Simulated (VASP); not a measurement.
TaNb3F2, 6 atoms in the cell. It takes space group P4/mmm (No. 123, tetragonal). The conventional cell has a = 3.092 Å, b = 3.092 Å, c = 11.505 Å, α = 90.00°, β = 90.00°, γ = 90.00°. Ta (site symmetry 4/mmm) has 8 F at 2.66 Å and 4 Ta at 3.09 Å within 3.5 Å. Nb (site symmetry 4mm) has 9 Nb at 2.89 to 3.79 Å and 4 F at 3.20 Å and 1 Ta at 3.86 Å within 3.9 Å. Nb (site symmetry 4/mmm) has 12 Nb at 2.89 to 3.09 Å within 3.8 Å. F (site symmetry 4mm) has 4 Ta at 2.66 Å and 5 F at 3.03 to 3.09 Å and 4 Nb at 3.20 Å within 3.5 Å. The cell was built from a structure type or drawn by symmetry, and may not be a known phase.

| Property | Result |
| --- | --- |
| Program | VASP 6.6.1 |
| Task | single point |
| Functional | PBE |
| Potentials or basis | VASP PAW PBE potentials, release 64 (Ta_pv, Nb_sv, F) |
| Cutoff | 520 eV |
| k mesh | 6 × 6 × 2 |
| Occupations | gaussian, width 0.1 eV |
| Spin | collinear spin |
| Starting moments | [1.0, 0.0, 0.0, 0.0, 0.0, 0.0] μB |
| Dipole correction | no |
| Further INCAR settings | ALGO = Normal; EDIFF = 1e-07; NBANDS = 45 |

Potentials or basis: VASP PAW PBE potentials, release 64 (Ta_pv, Nb_sv, F).

Launch:

```sh
$ cat potpaw_PBE.64/Ta_pv/POTCAR potpaw_PBE.64/Nb_sv/POTCAR potpaw_PBE.64/F/POTCAR > POTCAR
$ mpirun -np 1 vasp_std > vasp.out
```

Hardware: 1 thread of Intel(R) Xeon(R) 6975P-C (Granite Rapids), with other jobs on the host.

Problem. Estimate the wall time of this run.

Solution. Run time: 2.3 min on 1 thread of Intel(R) Xeon(R) 6975P-C (Granite Rapids) (shared host), peak memory 0.35 GiB. Counts: scf iterations 25, k points 20.
